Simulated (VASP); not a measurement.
# CuO (C2/c) in VASP: notebook, part 2 of 2

VASP 6.6.1. Earlier steps stand in the parts before.

**4. Single point, PBE**

The input, INCAR:

```
SYSTEM = CuO
PREC     = Accurate       ! precision mode
ENCUT    = 520            ! plane-wave cutoff, eV
EDIFF    = 1E-6           ! SCF threshold, eV
ISMEAR   = 0              ! smearing method
SIGMA    = 0.1            ! smearing width, eV
LREAL    = .False.        ! projectors in reciprocal space
LASPH    = .True.         ! aspherical terms in the spheres
NELM     = 60             ! most SCF steps
ALGO     = Normal         ! electronic algorithm
ISIF     = 2              ! what is computed and relaxed
LWAVE    = .False.        ! write WAVECAR
LCHARG   = .False.        ! write CHGCAR
GGA      = PE             ! functional
NBANDS   = 25             ! bands
```

The input, KPOINTS:

```
Automatic mesh
0
Gamma
  14 14 8
  0 0 0
```

The input, POSCAR:

```
CuO
1.0
    2.9484849162     -0.0161180573     -0.0040292827
    0.0238920032      2.9484759330     -0.0040049076
    0.0105747471      0.0104610304      5.1515486302
Cu O
2 2
Direct
    0.5000000000      0.0000000000      0.5000000000
    0.0000000000      0.5000000000      0.0000000000
    0.0002439136      0.9997511289      0.2500000411
    0.9997560864      0.0002488711      0.7499999589
```

Potentials or basis: VASP PAW PBE potentials, release 64 (Cu, O).

The run is started by

```sh
cat potpaw_PBE.64/Cu/POTCAR potpaw_PBE.64/O/POTCAR > POTCAR
mpirun -np 1 vasp_std > vasp.out
```

OUTCAR:

```text
SYSTEM = CuO
   PREC = Accurate
   ENCUT = 520
   EDIFF = 1E-6
   ISMEAR = 0
   LREAL = .False.
   LASPH = .True.
   NELM = 60
   ISIF = 2
   GGA = PE

 ion  position               nearest neighbor table
   1  0.500  0.000  0.500-   3 1.96   4 1.96   4 1.96   3 1.96
   2  0.000  0.500  0.000-   4 1.96   3 1.96   4 1.96   3 1.96
   3  0.000  1.000  0.250-   1 1.96   2 1.96   1 1.96   2 1.96
   4  1.000  0.000  0.750-   1 1.96   2 1.96   1 1.96   2 1.96

  LATTYP: Found a base centered monoclinic cell.
 ALAT       =    11.1133088508
 B/A-ratio  =     0.3747200865
 C/A-ratio  =     0.4635496209
 COS(beta)  =    -0.9267373425

  Lattice vectors:

 A1 = (   2.9379101691,  -0.0265790877,  -5.1555779129)
 A2 = (   0.0133172561,   2.9380149026,  -5.1555535378)
 A3 = (   0.0105747471,   0.0104610304,   5.1515486302)

Analysis of symmetry for initial positions (statically):
=====================================================================
 Subroutine PRICEL returns:
 Original cell was already a primitive cell.

 Routine SETGRP: Setting up the symmetry group for a
 base centered monoclinic supercell.

 Subroutine GETGRP returns: Found  4 space group operations
 (whereof  2 operations were pure point group operations)
 out of a pool of  4 trial point group operations.

The static configuration has the point symmetry S_2 .
 The point group associated with its full space group is C_2h.

Analysis of symmetry for dynamics (positions and initial velocities):
=====================================================================
 Subroutine PRICEL returns:
 Original cell was already a primitive cell.

 Routine SETGRP: Setting up the symmetry group for a
 base centered monoclinic supercell.

 Subroutine GETGRP returns: Found  4 space group operations
 (whereof  2 operations were pure point group operations)
 out of a pool of  4 trial point group operations.

The dynamic configuration has the point symmetry S_2 .
 The point group associated with its full space group is C_2h.

 Subroutine INISYM returns: Found  4 space group operations
 (whereof  2 operations are pure point group operations),
 and found     1 'primitive' translations

----------------------------------------------------------------------------------------

                                     Primitive cell

  volume of cell :      44.7874

  direct lattice vectors                    reciprocal lattice vectors
     2.948484916 -0.016118057 -0.004029283     0.339141266 -0.002749058 -0.000690584
     0.023892003  2.948475933 -0.004004908     0.001852994  0.339142315 -0.000692486
     0.010574747  0.010461030  5.151548630     0.000266700  0.000261505  0.194115307

  length of vectors
     2.948531724  2.948575452  5.151570105     0.339153111  0.339148085  0.194115666

  position of ions in fractional coordinates (direct lattice)
     0.500000000  0.000000000  0.500000000
     0.000000000  0.500000000  0.000000000
     0.000243914  0.999751129  0.250000041
     0.999756086  0.000248871  0.749999959

  ion indices of the primitive-cell ions
   primitive index   ion index
                 1           1
                 2           2
                 3           3
                 4           4

----------------------------------------------------------------------------------------

 KPOINTS: Automatic mesh

Automatic generation of k-mesh.
 Grid dimensions read from file:
 generate k-points for:   14   14    8

 Generating k-lattice:

  Cartesian coordinates                     Fractional coordinates (reciprocal lattice)
     0.024224376 -0.000196361 -0.000049327     0.071428571  0.000000000  0.000000000
     0.000132357  0.024224451 -0.000049463    -0.000000000  0.071428571  0.000000000
     0.000033337  0.000032688  0.024264413     0.000000000  0.000000000  0.125000000

  Length of vectors
     0.024225222  0.024224863  0.024264458

  Shift w.r.t. Gamma in fractional coordinates (k-lattice)
     0.000000000  0.000000000  0.000000000

 Subroutine IBZKPT returns following result:
 ===========================================

 Found    429 irreducible k-points:

 Following reciprocal coordinates:
            Coordinates               Weight
  0.000000  0.000000  0.000000      1.000000
  0.071429  0.000000  0.000000      4.000000
  0.142857 -0.000000  0.000000      4.000000
  0.214286 -0.000000  0.000000      4.000000
  0.285714 -0.000000  0.000000      4.000000
  0.357143 -0.000000  0.000000      4.000000
[... 16 lines left out ...]
  0.214286  0.142857  0.000000      4.000000
  0.285714  0.142857  0.000000      4.000000
 [... further k-points ...]
   k-points           NKPTS =    429   k-points in BZ     NKDIM =    429   number of bands    NBANDS=     25
   number of dos      NEDOS =    301   number of ions     NIONS =      4
   total plane-waves  NPLWV =  23040
   dimension x,y,z NGX =    24 NGY =   24 NGZ =   40
   dimension x,y,z NGXF=    48 NGYF=   48 NGZF=   80
   ions per type =               2   2
   NGX,Y,Z   is equivalent  to a cutoff of  13.53, 13.53, 12.91 a.u.
   NGXF,Y,Z  is equivalent  to a cutoff of  27.06, 27.06, 25.82 a.u.
 SYSTEM =  CuO
   PREC   = accura    normal or accurate (medium, high low for compatibility)
   ISTART =      0    job   : 0-new  1-cont  2-samecut
   ICHARG =      2    charge: 1-file 2-atom 10-const
   ISPIN  =      1    spin polarized calculation?
   LNONCOLLINEAR =      F non collinear calculations
   LSORBIT =      F    spin-orbit coupling
   LASPH  =      T    aspherical Exc in radial PAW
   ENCUT  =  520.0 eV  38.22 Ry    6.18 a.u.   5.48  5.48  9.58*2*pi/ulx,y,z
   NELM   =     60;   NELMIN=  2; NELMDL= -5     # of ELM steps
   EDIFF  = 0.1E-05   stopping-criterion for ELM
   LREAL  =      F    real-space projection
   EDIFFG = 0.1E-04   stopping-criterion for IOM
   NSW    =      0    number of steps for IOM
   IBRION =     -1    ionic relax: 0-MD 1-quasi-New 2-CG
   NFREE  =      0    steps in history (QN), initial steepest desc. (CG)
   ISIF   =      2    stress and relaxation
   ISYM   =      2    0-nonsym 1-usesym 2-fastsym
   POTIM  = 0.5000    time-step for ionic-motion
   TEBEG  =    0.0;   TEEND  =   0.0 temperature during run
   PSTRESS=    0.0 pullay stress
   NELECT =      34.0000    total number of electrons
   NUPDOWN=      -1.0000    fix difference up-down
   EMIN   =  10.00;   EMAX   =-10.00  energy-range for DOS
   EFERMI =   0.00;   METHOD = LEGACY
   ISMEAR =     0;   SIGMA  =   0.10  broadening in eV -4-tet -1-fermi 0-gaus
   EFERMI_NEDOS =   21; number of points for ismear=-14 and -15
   IALGO  =     38    algorithm
   IMIX   =      4    mixing-type and parameters
     AMIX     =   0.40;   BMIX     =  1.00
     AMIX_MAG =   1.60;   BMIX_MAG =  1.00
  volume/ion in A,a.u.               =      11.20        75.56
  Fermi-wavevector in a.u.,A,eV,Ry     =   1.493422  2.822158 30.345192  2.230309
  Thomas-Fermi vector in A             =   2.605824
   LORBIT       =      0    0 simple, 1 ext, 2 COOP (PROOUT), +10 PAW based schemes
   GGA     = PE    functional components
   LHFCALC =     F    Hartree Fock is set to
   AEXX    =    0.0000 exact exchange contribution
   IVDW    =     0    specifies the selected vdW correction
   LEPSILON=     F    determine dielectric tensor
   LRPA    =     F    only Hartree local field effects (RPA)
 non-spin polarized calculation
 Gauss-broadening in eV      SIGMA  =   0.10
  energy-cutoff  :      520.00
  volume of cell :       44.79
 maximum number of plane-waves:      1236
 NGX is ok and might be reduce to    24
   NGX = 11   NGY = 11   NGZ = 19

 number of electron      34.0000036 magnetization

 Free energy of the ion-electron system (eV)
  ---------------------------------------------------
  ext. energy  EPLUGINS =         0.00000000
  ---------------------------------------------------
  free energy    TOTEN  =       -19.73585494 eV

  energy without entropy =      -19.72296134  energy(sigma->0) =      -19.72940814

 E-fermi :   4.7759     XC(G=0): -11.2574

 val. band max:        4.7752454169   @ k =   0.4286   0.4286   0.3750
 cond. band min:       4.7762428043   @ k =  -0.3571   0.0000   0.1250
 fundamental gap:      0.0009973874
 Fermi energy:         4.7758642883

 k-point     1 :       0.0000    0.0000    0.0000
  band No.  band energies     occupation
      1     -14.9478      2.00000
      2     -13.6547      2.00000
      3      -3.2351      2.00000
      4      -0.6006      2.00000
      5      -0.5952      2.00000
      6       1.0882      2.00000
[... 661 lines left out ...]
     24      17.5946      0.00000
     25      19.4715      0.00000

 [... further k-points ...]
[... 5 lines left out ...]
  --------------------------------------------------------------------------------------
  -------------------------------------------------------------------------------------
  Total        0.1610150      0.1611573      0.2678927     -0.0050677     -0.0022124     -0.0022391
  in kB        5.7599805      5.7650709      9.5833102     -0.1812848     -0.0791454     -0.0801008
  external PRESSURE =       7.0361205 kB  Pullay stress =       0.0000000 kB

 VOLUME and BASIS-vectors are now :
 -----------------------------------------------------------------------------
  energy-cutoff  :      520.00
  volume of cell :       44.79
      direct lattice vectors                 reciprocal lattice vectors
     2.948484916 -0.016118057 -0.004029283     0.339141266 -0.002749058 -0.000690584
     0.023892003  2.948475933 -0.004004908     0.001852994  0.339142315 -0.000692486
     0.010574747  0.010461030  5.151548630     0.000266700  0.000261505  0.194115307

 POSITION                                       TOTAL-FORCE (eV/Angst)
 -----------------------------------------------------------------------------------
      1.47953     -0.00283      2.57376        -0.000000     -0.000000      0.000000
      0.01195      1.47424     -0.00200        -0.000000     -0.000000      0.000000
      0.02725      2.95035      1.28388         0.000129     -0.000131     -0.000000
      2.95570     -0.00753      3.85963        -0.000129      0.000131      0.000000
 -----------------------------------------------------------------------------------
    total drift:                                0.000000     -0.000000     -0.000000

  FREE ENERGIE OF THE ION-ELECTRON SYSTEM (eV)
  ---------------------------------------------------
  free  energy   TOTEN  =       -19.7358549397 eV

  energy  without entropy=      -19.7229613410  energy(sigma->0) =      -19.72940814
```

Wall time 2.5 min (1 thread of Intel Xeon 6975P-C (Granite Rapids), shared host); peak memory 0.47 GiB.

Results:

| Quantity | Value |
| --- | --- |
| Free energy | -19.7359 eV |
| Pressure | 0.7 GPa |
| Band gap on the k mesh | zero (bands 17 and 18 overlap by 1.18 eV) |

Stress tensor (GPa, compression positive):
```
 0.58 -0.02 -0.01
-0.02  0.58 -0.01
-0.01 -0.01  0.96
```

Levels at points of the mesh, in eV from the Fermi level:
```tsv
k point	band 13	band 14	band 15	band 16	band 17	band 18	band 19	band 20	band 21	band 22
(0.00, 0.00, 0.00)	-2.39	-2.37	-2.28	-1.90	0.65	0.66	1.38	6.08	7.25	13.14
(0.50, 0.00, 0.00)	-2.28	-1.89	-1.58	-1.50	0.20	0.45	3.74	5.82	6.41	10.87
(0.50, 0.50, 0.00)	-2.35	-2.35	-1.62	-1.21	-1.21	1.10	2.16	7.20	9.75	9.79
(0.00, 0.00, 0.50)	-2.26	-2.26	-1.55	-1.55	0.10	0.10	3.44	3.44	11.60	11.60
(0.50, 0.00, 0.50)	-2.38	-2.34	-2.02	-1.83	-0.19	0.66	4.33	5.83	8.25	8.62
(0.50, 0.50, 0.50)	-1.90	-1.90	-1.43	-1.43	-0.53	-0.53	4.01	4.01	10.36	10.36
```

Caveat: semilocal functionals often make such compounds metallic where correlation or magnetic order opens a gap, which also shifts bond lengths.
